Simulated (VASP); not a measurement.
## C: single point with PBE

C:

```
C
1.0
     0.00000    2.13604    4.30887
     1.23324    0.00000    4.30887
     1.23324    2.13604    0.00000
C
2
Direct
  0.66667 0.33333 0.66667
  0.33333 0.66667 0.33333
```

- Program: VASP 6.6.1
- Task: single point
- Functional: PBE
- Potentials or basis: VASP PAW PBE potentials, release 64 (C)
- Cutoff: 520 eV
- k mesh: 14 × 14 × 14
- Occupations: gaussian, width 0.02 eV
- Spin: no spin polarisation
- Dipole correction: no
- Further INCAR settings: ALGO = Normal; EDIFF = 1e-07; NBANDS = 11

The pressure is 0.4 GPa and the band gap on the k mesh is 1.04 eV, indirect (least direct gap 1.09 eV).

Stress tensor (GPa, compression positive):
```
 0.54  0.00  0.00
 0.00  0.54  0.00
 0.00  0.00 -0.02
```

Levels at points of the mesh, in eV from the valence-band top:
```tsv
k point	band 1	band 2	band 3	band 4	band 5	band 6	band 7	band 8
(0.00, 0.00, 0.00)	-19.04	-6.89	-2.55	-2.55	3.55	8.79	8.80	11.90
(0.50, 0.00, 0.00)	-13.79	-12.74	-5.93	-1.87	2.16	7.85	11.89	12.32
(0.50, 0.50, 0.00)	-19.01	-7.34	-2.55	-2.55	6.76	8.79	8.80	10.68
(0.50, 0.00, 0.50)	-13.80	-12.75	-5.93	-1.73	2.37	7.88	11.03	11.29
(0.00, 0.50, 0.50)	-13.78	-12.73	-5.93	-2.00	1.97	7.83	12.93	14.17
```

Run time: 63 s on 1 thread of Intel(R) Xeon(R) 6975P-C (Granite Rapids), with other jobs on the host, peak memory 0.21 GiB.

A k mesh can miss the band edges.
